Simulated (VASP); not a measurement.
Set up this calculation in VASP 6.6.1, as the native input.

```yaml
Task: single point
Functional: PBE
Potentials_or_basis: VASP PAW PBE potentials, release 64 (Cd)
Cutoff: 520 eV
k_mesh: 15 × 15 × 8
Occupations: fermi-dirac, width 0.08 eV
Spin: no spin polarisation
Dipole_correction: no
Further_INCAR_settings: ALGO = Normal; EDIFF = 1e-06; NBANDS = 19
```

The structure of Cd lies in POSCAR:

```
Cd
1.0
    2.4398348935      0.0000000000      0.0000000000
   -1.2199174468      2.1129589988      0.0000000000
    0.0000000000      0.0000000000      3.9541825768
Cd
2
Direct
    0.3333333333      0.6666666667      0.2500000000
    0.6666666667      0.3333333333      0.7500000000
```

This cell differs from its parent crystal: volume scaled by 0.45.

The input as run:

INCAR

```
SYSTEM = Cd
ALGO = Normal ; EDIFF = 1E-6
ENCUT = 520 ; GGA = PE
ISIF = 2 ; ISMEAR = -1
LASPH = .TRUE. ; LCHARG = .FALSE.
LREAL = .FALSE. ; LWAVE = .FALSE.
NBANDS = 19 ; NELM = 80
PREC = Accurate ; SIGMA = 0.08
```

KPOINTS

```
k-points
0
G
  15 15 8
  0 0 0
```

Potentials or basis: VASP PAW PBE potentials, release 64 (Cd).

Command:

```sh
$ cat potpaw_PBE.64/Cd/POTCAR > POTCAR
$ mpirun -np 1 vasp_std > vasp.out
```

Results of the run:

The pressure is 342.4 GPa and the band gap on the k mesh is zero (band 12 reaches 14.39 eV, above the bottom of band 13 at 11.59 eV).

Wall time 36 s on 1 thread of Intel(R) Xeon(R) 6975P-C (Granite Rapids), with other jobs on the host, peak memory 0.15 GiB.
